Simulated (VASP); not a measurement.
BeTe, 2 atoms in the cell. It takes space group F-43m (No. 216, cubic). Conventional cell: a = 5.657 Å, b = 5.657 Å, c = 5.657 Å, α = 90.00°, β = 90.00°, γ = 90.00°. Within 3.2 Å of Be (site symmetry -43m) lie 4 Te at 2.45 Å. Within 3.2 Å of Te (site symmetry -43m) lie 4 Be at 2.45 Å. 

| Item | Value |
| --- | --- |
| Program | VASP 6.6.1 |
| Task | single point |
| Functional | PBE |
| Potentials or basis | VASP PAW PBE potentials, release 64 (Be, Te) |
| Cutoff | 520 eV |
| k mesh | 6 × 6 × 6 |
| Occupations | gaussian, width 0.01 eV |
| Spin | no spin polarisation |
| Dipole correction | no |
| Further INCAR settings | ALGO = Normal; EDIFF = 1e-06; NBANDS = 11 |

Potentials or basis: VASP PAW PBE potentials, release 64 (Be, Te).

Command:

```bash
$ cat potpaw_PBE.64/Be/POTCAR potpaw_PBE.64/Te/POTCAR > POTCAR
$ mpirun -np 1 vasp_std > vasp.out
```

Hardware: 1 thread of AMD EPYC 7R13, with other jobs on the host.

Problem. Estimate the wall time of this run.

Solution. Run time: 14 s on 1 thread of AMD EPYC 7R13, with other jobs on the host, peak memory 0.14 GiB. Counts: scf iterations 13, k points 16.
